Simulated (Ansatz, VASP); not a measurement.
**Two plane-wave programs on NbC2**

```
Nb C
1.0
     2.69776   -1.55029   -0.01054
     2.69776    1.55029   -0.01054
    -1.79026    0.00000    4.06954
Nb C
1 2
Direct
  0.50000 0.50000 0.50000
  0.94461 0.94461 0.83445
  0.05539 0.05539 0.16555
```

Change from the starting cell: species swapped into the MgS2 type (C2/m, No. 12).

Alike in both runs: functional PBE; k mesh 7 × 7 × 5; occupations gaussian, width 0.2 eV; no spin polarisation.

Ansatz relaxed the structure, and its values are those at the end. VASP's run is a single point on that final structure, the one shown.

```csv
,VASP,Ansatz
version,VASP 6.6.1,Ansatz 0.2.0
potentials or method,"VASP PAW PBE potentials, release 64 (Nb_sv, C), cutoff 600 eV","scalar-relativistic, plane waves, PAW"
valence electrons in the cell,21,21
```

```tsv
	VASP	Ansatz	Ansatz less VASP
gap on the k mesh at the Fermi level (eV)	none	none	-
pressure (GPa)	-0.3	0.1	+0.32
rms of the force components (eV/Å)	0.047	0.009	-0.0381
```

A gap of «none» marks a metal or a gap that the smearing closes. With one functional, cell and mesh, what is left measures potentials, basis and numerics.
